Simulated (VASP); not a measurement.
Wanted: the native input for a VASP 6.6.1 run.

| Property | Result |
| --- | --- |
| Task | single point |
| Functional | PBE |
| Potentials or basis | VASP PAW PBE potentials, release 64 (B, N) |
| Cutoff | 600 eV |
| k mesh | 12 × 12 × 12 |
| Occupations | gaussian, width 0.01 eV |
| Spin | no spin polarisation |
| Dipole correction | no |
| Further INCAR settings | ALGO = Normal; EDIFF = 1e-06; NBANDS = 11 |

The structure of BN lies in POSCAR:

```
BN
1.0
    0.0000000000      1.7653750000      1.7653750000
    1.7653750000      0.0000000000      1.7653750000
    1.7653750000      1.7653750000      0.0000000000
B N
1 1
Direct
    0.0000000000      0.0000000000      0.0000000000
    0.2500000000      0.2500000000      0.2500000000
```

These files were run (other wordings do the same):

INCAR

```
SYSTEM = BN
PREC = Accurate ; ENCUT = 600
EDIFF = 1E-6 ; ISMEAR = 0
SIGMA = 0.01 ; LREAL = .False.
LASPH = .True. ; NELM = 120
ALGO = Normal ; ISIF = 2
LWAVE = .False. ; LCHARG = .False.
GGA = PE ; NBANDS = 11
GGA_COMPAT = .False.
```

KPOINTS

```
Automatic mesh
0
Gamma
  12 12 12
  0 0 0
```

Potentials or basis: VASP PAW PBE potentials, release 64 (B, N).

Run with:

```console
$ cat potpaw_PBE.64/B/POTCAR potpaw_PBE.64/N/POTCAR > POTCAR
$ mpirun -np 1 vasp_std > vasp.out
```

It gave:

* Pressure: 34.0 GPa
* Band gap on the k mesh: 4.53 eV, indirect (least direct gap 9.16 eV)

Wall time 5.2 s on 1 thread of Intel(R) Xeon(R) 6975P-C (Granite Rapids), with other jobs on the host, peak memory 0.12 GiB.
